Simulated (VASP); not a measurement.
# Y in VASP: further runs

Runs on Y. Level: PBEsol. Tasks: single point.

Everything below comes from runs of VASP 6.6.1. Logs are shortened: lines on timing, memory, paths and dates and some standing lists are left out, and cuts for length are marked.

## (1) The cell of the first run

Symmetry: Fm-3m, No. 225, cubic system. The conventional cell has a = 5.169 Å, b = 5.169 Å, c = 5.169 Å, α = 90.00°, β = 90.00°, γ = 90.00°. Within 4.8 Å of Y (site symmetry m-3m) lie 12 Y at 3.65 Å.

This isn't the form of Y at room conditions, which is hcp.

## (2) Single point, PBEsol (strain +0.040 along x and y, +0.040 along z)

Input file INCAR:

```
SYSTEM = Y
PREC = Accurate ; ENCUT = 520
EDIFF = 1E-6 ; ISMEAR = 0
SIGMA = 0.15 ; LREAL = .FALSE.
LASPH = .TRUE. ; NELM = 60
ALGO = Normal ; ISIF = 2
LWAVE = .FALSE. ; LCHARG = .FALSE.
GGA = PS ; NBANDS = 12
```

Input file KPOINTS:

```
regular mesh
0
G
  16 16 16
  0 0 0
```

Input file POSCAR:

```
Y
1.0
    0.0000000000      2.5844000000      2.5844000000
    2.5844000000      0.0000000000      2.5844000000
    2.5844000000      2.5844000000      0.0000000000
Y
1
Direct
    0.0000000000      0.0000000000      0.0000000000
```

Potentials or basis: VASP PAW PBE potentials, release 64 (Y_sv).

Launch:

```sh
$ cat potpaw_PBE.64/Y_sv/POTCAR > POTCAR
$ mpirun -np 1 vasp_std > vasp.out
```

OUTCAR:

```text
SYSTEM = Y
   PREC = Accurate
   ENCUT = 520
   EDIFF = 1E-6
   ISMEAR = 0
   LREAL = .FALSE.
   LASPH = .TRUE.
   NELM = 60
   ISIF = 2
   GGA = PS

 ion  position               nearest neighbor table
   1  0.000  0.000  0.000-

  LATTYP: Found a face centered cubic cell.
 ALAT       =     5.1688000000

  Lattice vectors:

 A1 = (   0.0000000000,   2.5844000000,   2.5844000000)
 A2 = (   2.5844000000,   0.0000000000,   2.5844000000)
 A3 = (   2.5844000000,   2.5844000000,   0.0000000000)

Analysis of symmetry for initial positions (statically):
=====================================================================
 Subroutine PRICEL returns:
 Original cell was already a primitive cell.

 Routine SETGRP: Setting up the symmetry group for a
 face centered cubic supercell.

 Subroutine GETGRP returns: Found 48 space group operations
 (whereof 48 operations were pure point group operations)
 out of a pool of 48 trial point group operations.

The static configuration has the point symmetry O_h .

Analysis of symmetry for dynamics (positions and initial velocities):
=====================================================================
 Subroutine PRICEL returns:
 Original cell was already a primitive cell.

 Routine SETGRP: Setting up the symmetry group for a
 face centered cubic supercell.

 Subroutine GETGRP returns: Found 48 space group operations
 (whereof 48 operations were pure point group operations)
 out of a pool of 48 trial point group operations.

The dynamic configuration has the point symmetry O_h .

 Subroutine INISYM returns: Found 48 space group operations
 (whereof 48 operations are pure point group operations),
 and found     1 'primitive' translations

----------------------------------------------------------------------------------------

                                     Primitive cell

  volume of cell :      34.5231

  direct lattice vectors                    reciprocal lattice vectors
     0.000000000  2.584400000  2.584400000    -0.193468503  0.193468503  0.193468503
     2.584400000  0.000000000  2.584400000     0.193468503 -0.193468503  0.193468503
     2.584400000  2.584400000  0.000000000     0.193468503  0.193468503 -0.193468503

  length of vectors
     3.654893531  3.654893531  3.654893531     0.335097277  0.335097277  0.335097277

  position of ions in fractional coordinates (direct lattice)
     0.000000000  0.000000000  0.000000000

  ion indices of the primitive-cell ions
   primitive index   ion index
                 1           1

----------------------------------------------------------------------------------------

 KPOINTS: regular mesh

Automatic generation of k-mesh.
 Grid dimensions read from file:
 generate k-points for:   16   16   16

 Generating k-lattice:

  Cartesian coordinates                     Fractional coordinates (reciprocal lattice)
    -0.012091781  0.012091781  0.012091781     0.062500000  0.000000000  0.000000000
     0.012091781 -0.012091781  0.012091781     0.000000000  0.062500000  0.000000000
     0.012091781  0.012091781 -0.012091781     0.000000000  0.000000000  0.062500000

  Length of vectors
     0.020943580  0.020943580  0.020943580

  Shift w.r.t. Gamma in fractional coordinates (k-lattice)
     0.000000000  0.000000000  0.000000000

 Subroutine IBZKPT returns following result:
 ===========================================

 Found    145 irreducible k-points:

 Following reciprocal coordinates:
            Coordinates               Weight
  0.000000  0.000000  0.000000      1.000000
  0.062500  0.000000  0.000000      8.000000
  0.125000  0.000000  0.000000      8.000000
  0.187500  0.000000  0.000000      8.000000
  0.250000  0.000000  0.000000      8.000000
  0.312500  0.000000  0.000000      8.000000
[... 16 lines left out ...]
 -0.125000  0.062500  0.000000     24.000000
 -0.062500  0.062500  0.000000     12.000000
 [... further k-points ...]
   k-points           NKPTS =    145   k-points in BZ     NKDIM =    145   number of bands    NBANDS=     12
   number of dos      NEDOS =    301   number of ions     NIONS =      1
   total plane-waves  NPLWV =  21952
   dimension x,y,z NGX =    28 NGY =   28 NGZ =   28
   dimension x,y,z NGXF=    56 NGYF=   56 NGZF=   56
   ions per type =               1
   NGX,Y,Z   is equivalent  to a cutoff of  12.74, 12.74, 12.74 a.u.
   NGXF,Y,Z  is equivalent  to a cutoff of  25.47, 25.47, 25.47 a.u.
 SYSTEM =  Y
   PREC   = accura    normal or accurate (medium, high low for compatibility)
   ISTART =      0    job   : 0-new  1-cont  2-samecut
   ICHARG =      2    charge: 1-file 2-atom 10-const
   ISPIN  =      1    spin polarized calculation?
   LNONCOLLINEAR =      F non collinear calculations
   LSORBIT =      F    spin-orbit coupling
   LASPH  =      T    aspherical Exc in radial PAW
   ENCUT  =  520.0 eV  38.22 Ry    6.18 a.u.   6.80  6.80  6.80*2*pi/ulx,y,z
   NELM   =     60;   NELMIN=  2; NELMDL= -5     # of ELM steps
   EDIFF  = 0.1E-05   stopping-criterion for ELM
   LREAL  =      F    real-space projection
   EDIFFG = 0.1E-04   stopping-criterion for IOM
   NSW    =      0    number of steps for IOM
   IBRION =     -1    ionic relax: 0-MD 1-quasi-New 2-CG
   NFREE  =      0    steps in history (QN), initial steepest desc. (CG)
   ISIF   =      2    stress and relaxation
   ISYM   =      2    0-nonsym 1-usesym 2-fastsym
   POTIM  = 0.5000    time-step for ionic-motion
   TEBEG  =    0.0;   TEEND  =   0.0 temperature during run
   PSTRESS=    0.0 pullay stress
   NELECT =      11.0000    total number of electrons
   NUPDOWN=      -1.0000    fix difference up-down
   EMIN   =  10.00;   EMAX   =-10.00  energy-range for DOS
   EFERMI =   0.00;   METHOD = LEGACY
   ISMEAR =     0;   SIGMA  =   0.15  broadening in eV -4-tet -1-fermi 0-gaus
   EFERMI_NEDOS =   21; number of points for ismear=-14 and -15
   IALGO  =     38    algorithm
   IMIX   =      4    mixing-type and parameters
     AMIX     =   0.40;   BMIX     =  1.00
     AMIX_MAG =   1.60;   BMIX_MAG =  1.00
  volume/ion in A,a.u.               =      34.52       232.97
  Fermi-wavevector in a.u.,A,eV,Ry     =   1.118157  2.113010 17.011015  1.250274
  Thomas-Fermi vector in A             =   2.254785
   LORBIT       =      0    0 simple, 1 ext, 2 COOP (PROOUT), +10 PAW based schemes
   GGA     = PS    functional components
   LHFCALC =     F    Hartree Fock is set to
   AEXX    =    0.0000 exact exchange contribution
   IVDW    =     0    specifies the selected vdW correction
   LEPSILON=     F    determine dielectric tensor
   LRPA    =     F    only Hartree local field effects (RPA)
 non-spin polarized calculation
 Gauss-broadening in eV      SIGMA  =   0.15
  energy-cutoff  :      520.00
  volume of cell :       34.52
 maximum number of plane-waves:       950
   NGX = 13   NGY = 13   NGZ = 13

 number of electron      11.0000000 magnetization

 Free energy of the ion-electron system (eV)
  ---------------------------------------------------
  ext. energy  EPLUGINS =         0.00000000
  ---------------------------------------------------
  free energy    TOTEN  =        -6.75910727 eV

  energy without entropy =       -6.73950528  energy(sigma->0) =       -6.74930628

 E-fermi :   2.7060     XC(G=0):  -9.3388

 val. band max:        2.6804014235   @ k =   0.4375   0.1875   0.0000
 cond. band min:       2.7095470967   @ k =   0.3125   0.2500   0.0000
 fundamental gap:      0.0291456732
 Fermi energy:         2.7059882455

 k-point     1 :       0.0000    0.0000    0.0000
  band No.  band energies     occupation
      1     -40.0405      2.00000
      2     -19.7933      2.00000
      3     -19.7933      2.00000
      4     -19.7933      2.00000
      5      -1.9717      2.00000
      6       4.4130      0.00000
      7       4.4130      0.00000
      8       4.4130      0.00000
      9       6.2805      0.00000
     10       6.2805      0.00000
     11      11.5228      0.00000
     12      14.5817      0.00000

 k-point     2 :       0.0625    0.0000    0.0000
  band No.  band energies     occupation
      1     -40.0386      2.00000
      2     -19.8120      2.00000
      3     -19.7957      2.00000
      4     -19.7957      2.00000
      5      -1.8797      2.00000
      6       4.3096      0.00000
      7       4.4567      0.00000
      8       4.4567      0.00000
      9       6.2329      0.00000
     10       6.2329      0.00000
     11      11.7337      0.00000
     12      14.1182      0.00000

 k-point     3 :       0.1250    0.0000    0.0000
  band No.  band energies     occupation
      1     -40.0331      2.00000
      2     -19.8648      2.00000
      3     -19.8025      2.00000
      4     -19.8025      2.00000
      5      -1.6117      2.00000
      6       4.0439      0.00000
      7       4.5654      0.00000
      8       4.5654      0.00000
      9       6.1325      0.00000
     10       6.1325      0.00000
     11      12.2666      0.00000
     12      13.3061      0.00000
[... 286 lines left out ...]
 k-point    23 :      -0.1250    0.0625    0.0000
  band No.  band energies     occupation
      1     -40.0291      2.00000
      2     -19.8961      2.00000
      3     -19.8199      2.00000
      4     -19.8021      2.00000
      5      -1.4097      2.00000
      6       3.8686      0.00000
      7       4.6102      0.00000
      8       4.6629      0.00000
      9       5.8667      0.00000
     10       6.2938      0.00000
     11      12.6139      0.00000
     12      13.1074      0.00000

 k-point    24 :      -0.0625    0.0625    0.0000
  band No.  band energies     occupation
      1     -40.0355      2.00000
      2     -19.8382      2.00000
      3     -19.8064      2.00000
      4     -19.7965      2.00000
      5      -1.7289      2.00000
      6       4.1497      0.00000
      7       4.5260      0.00000
      8       4.5268      0.00000
      9       6.0571      0.00000
     10       6.2729      0.00000
     11      12.0626      0.00000
     12      13.7233      0.00000

 [... further k-points ...]
[... 5 lines left out ...]
  --------------------------------------------------------------------------------------
  -------------------------------------------------------------------------------------
  Total       -0.8682118     -0.8682118     -0.8682118     -0.0000000     -0.0000000     -0.0000000
  in kB      -40.2927650    -40.2927650    -40.2927650     -0.0000000     -0.0000000     -0.0000000
  external PRESSURE =     -40.2927650 kB  Pullay stress =       0.0000000 kB

 VOLUME and BASIS-vectors are now :
 -----------------------------------------------------------------------------
  energy-cutoff  :      520.00
  volume of cell :       34.52
      direct lattice vectors                 reciprocal lattice vectors
     0.000000000  2.584400000  2.584400000    -0.193468503  0.193468503  0.193468503
     2.584400000  0.000000000  2.584400000     0.193468503 -0.193468503  0.193468503
     2.584400000  2.584400000  0.000000000     0.193468503  0.193468503 -0.193468503

 POSITION                                       TOTAL-FORCE (eV/Angst)
 -----------------------------------------------------------------------------------
      0.00000      0.00000      0.00000         0.000000      0.000000      0.000000
 -----------------------------------------------------------------------------------
    total drift:                               -0.000000     -0.000000     -0.000000

  FREE ENERGIE OF THE ION-ELECTRON SYSTEM (eV)
  ---------------------------------------------------
  free  energy   TOTEN  =        -6.7591072721 eV

  energy  without entropy=       -6.7395052803  energy(sigma->0) =       -6.74930628
```

Wall time 22 s (1 thread of Intel Xeon 6975P-C (Granite Rapids), shared host); peak memory 0.22 GiB.

Results:

```yaml
Free_energy: -6.7591 eV
Pressure: -4.0 GPa
Band_gap_on_the_k_mesh: zero (an odd number of electrons rules out a gap without spin polarisation)
```

Levels at points of the mesh, in eV from the Fermi level:
| k point | band 2 | band 3 | band 4 | band 5 | band 6 | band 7 | band 8 | band 9 |
| --- | --- | --- | --- | --- | --- | --- | --- | --- |
| (0.00, 0.00, 0.00) | -22.50 | -22.50 | -22.50 | -4.68 | 1.71 | 1.71 | 1.71 | 3.57 |
| (0.50, 0.00, 0.00) | -22.97 | -22.56 | -22.56 | -1.92 | 0.47 | 1.56 | 1.56 | 4.93 |
| (0.50, 0.50, 0.00) | -22.94 | -22.67 | -22.67 | -1.63 | -0.78 | 1.84 | 4.93 | 5.31 |

Caveat: the cell differs from its parent crystal (strain +0.040 along x and y, +0.040 along z); the cell stands under tension; the PAW data sets were made with another functional, which shifts forces and pressure a little.

## (3) Single point, PBEsol (strain +0.040 along x and y, +0.080 along z)

Input file INCAR:

```
PREC = Accurate
ENCUT = 520
EDIFF = 1E-6
ISMEAR = 0
SIGMA = 0.15
LREAL = F
LASPH = T
NELM = 60
ALGO = Fast
ISIF = 2
LWAVE = F
LCHARG = T
GGA = PS
LELF = T
LVHAR = T
NBANDS = 12
```

Input file KPOINTS:

```
regular mesh
0
Gamma
  16 16 16
```

Input file POSCAR:

```
Y
1.0
    0.0000000000      2.5844000000      2.6838000000
    2.5844000000      0.0000000000      2.6838000000
    2.5844000000      2.5844000000      0.0000000000
Y
1
Direct
    0.0000000000      0.0000000000      0.0000000000
```

Potentials or basis: VASP PAW PBE potentials, release 64 (Y_sv).

Launch:

```sh
$ cat potpaw_PBE.64/Y_sv/POTCAR > POTCAR
$ mpirun -np 1 vasp_std > vasp.out
```

It took 76 s on 1 thread of Intel Xeon 6975P-C (Granite Rapids), shared host; peak memory 0.29 GiB.

It converged, with:

```
Free energy            : -6.7190 eV
Pressure               : -5.0 GPa
Band gap on the k mesh : zero (an odd number of electrons rules out a gap without spin polarisation)
```

Stress tensor (GPa, compression positive):
```
-4.63  0.00  0.00
 0.00 -4.63  0.00
 0.00  0.00 -5.67
```

Levels at points of the mesh, in eV from the Fermi level:
| k point | band 2 | band 3 | band 4 | band 5 | band 6 | band 7 | band 8 | band 9 |
| --- | --- | --- | --- | --- | --- | --- | --- | --- |
| (0.00, 0.00, 0.00) | -22.62 | -22.62 | -22.62 | -4.61 | 1.48 | 1.76 | 1.76 | 3.23 |
| (0.50, 0.00, 0.00) | -23.04 | -22.69 | -22.67 | -1.88 | 0.39 | 1.37 | 1.68 | 4.65 |
| (0.50, 0.50, 0.00) | -23.00 | -22.75 | -22.75 | -1.60 | -0.67 | 1.43 | 4.75 | 5.08 |
| (0.50, 0.00, 0.50) | -23.01 | -22.80 | -22.76 | -1.53 | -0.73 | 1.85 | 4.70 | 4.94 |

Caveat: the cell differs from its parent crystal (strain +0.040 along x and y, +0.080 along z); the cell stands under tension; the PAW data sets were made with another functional, which shifts forces and pressure a little.

## (4) Single point, PBEsol (strain -0.040 along x and y, +0.000 along z)

Input file INCAR:

```
SYSTEM = Y
PREC     = Accurate       ! precision mode
ENCUT    = 520            ! plane-wave cutoff, eV
EDIFF    = 1E-6           ! SCF threshold, eV
ISMEAR   = 0              ! smearing method
SIGMA    = 0.15           ! smearing width, eV
LREAL    = .FALSE.        ! projectors in reciprocal space
LASPH    = .TRUE.         ! aspherical terms in the spheres
NELM     = 60             ! most SCF steps
ALGO     = Normal         ! electronic algorithm
ISIF     = 2              ! what is computed and relaxed
LWAVE    = .FALSE.        ! write WAVECAR
LCHARG   = .FALSE.        ! write CHGCAR
GGA      = PS             ! functional
NBANDS   = 12             ! bands
```

Input file KPOINTS:

```
Automatic mesh
0
G
  16 16 16
  0 0 0
```

Input file POSCAR:

```
Y
1.0
    0.0000000000      2.3856000000      2.4850000000
    2.3856000000      0.0000000000      2.4850000000
    2.3856000000      2.3856000000      0.0000000000
Y
1
Direct
    0.0000000000      0.0000000000      0.0000000000
```

Launch:

```sh
$ cat potpaw_PBE.64/Y_sv/POTCAR > POTCAR
$ mpirun -np 1 vasp_std > vasp.out
```

Wall time 48 s (1 thread of Intel Xeon 6975P-C (Granite Rapids), shared host); peak memory 0.28 GiB.

The run converged. Its results:

| Item | Value |
| --- | --- |
| Free energy | -6.7782 eV |
| Pressure | 4.0 GPa |
| Band gap on the k mesh | zero (an odd number of electrons rules out a gap without spin polarisation) |

Stress tensor (GPa, compression positive):
```
4.43 0.00 0.00
0.00 4.43 0.00
0.00 0.00 3.00
```

Levels at points of the mesh, in eV from the Fermi level:
```csv
k point,band 1,band 2,band 3,band 4,band 5,band 6,band 7,band 8,band 9,band 10
"(0.00, 0.00, 0.00)",-42.26,-21.85,-21.84,-21.84,-4.95,1.68,2.06,2.06,4.00,4.59
"(0.50, 0.00, 0.00)",-42.14,-22.75,-21.99,-21.93,-2.17,1.12,1.50,1.94,5.95,6.18
"(0.50, 0.50, 0.00)",-42.12,-22.68,-22.12,-22.12,-2.11,-1.08,2.43,6.12,6.57,6.57
"(0.50, 0.00, 0.50)",-42.10,-22.69,-22.22,-22.15,-2.08,-1.18,2.98,6.03,6.35,6.80
```

Caveat: the cell differs from its parent crystal (strain -0.040 along x and y, +0.000 along z); the cell stands under pressure; the PAW data sets were made with another functional, which shifts forces and pressure a little.

## (5) The runs side by side

```tsv
cell	gap on the mesh (eV)	pressure (GPa)
a = 3.655 Å, angles 60.0°, 1 atom	none	-4.0
a = 3.726, b = 3.726, c = 3.655 Å, angles 60.6, 60.6, 58.7°, 1 atom	none	-5.0
a = 3.445, b = 3.445, c = 3.374 Å, angles 60.7, 60.7, 58.6°, 1 atom	none	4.0
```

Alike in all rows: task single point; level PBEsol; potentials or basis VASP PAW PBE potentials, release 64 (Y_sv); no spin polarisation; k mesh 16 × 16 × 16; cutoff (eV) 520; smearing gaussian 0.15 eV.

Caveats: the PAW data sets were made with another functional, which shifts forces and pressure a little; the cell stands under tension (at least some runs); the cell stands under pressure (at least some runs).

Absolute energies hang on the potentials; compare differences alone.

The gap in the log of VASP goes by the Fermi energy; the results here count the filled bands.